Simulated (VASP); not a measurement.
Runs of VASP 6.6.1 on Sr. The structure is that of space group Pm-3m (No. 221), or close to it. The cells are those of the table. This isn't the form of Sr at room conditions, which is fcc.

| cell | k mesh | gap on the mesh (eV) | pressure (GPa) |
| --- | --- | --- | --- |
| a = 3.775 Å, 1 atom | 14 × 14 × 14 | none | 0.0 |
| a = 3.672 Å, 1 atom | 10 × 10 × 10 | none | (b) |
| a = 3.921 Å, 1 atom | 10 × 10 × 10 | none | -0.7 |
| a = 3.775 Å, 1 atom | 10 × 10 × 10 | none | 0.0 |
| a = 3.874 Å, 1 atom | 10 × 10 × 10 | none | -0.5 |
| a = 3.825 Å, 1 atom | 10 × 10 × 10 | none | -0.3 |
| a = 3.775 Å, 1 atom | 8 × 8 × 8 | none | 0.1 |
| a = 3.724 Å, 1 atom | 10 × 10 × 10 | none | (a) |

Alike in all rows: task single point; level PBEsol; potentials or basis VASP PAW PBE potentials, release 64 (Sr_sv); no spin polarisation; cutoff (eV) 520; smearing fermi-dirac 0.1 eV.

Fill in the values left out.

(a) 0.3; (b) 0.7.

Caveats: the PAW data sets were made with another functional, which shifts forces and pressure a little.

A k mesh can miss the band edges, and the runs leave out spin-orbit coupling on Sr.

A gap of «none» marks levels without a gap at the run's occupations.
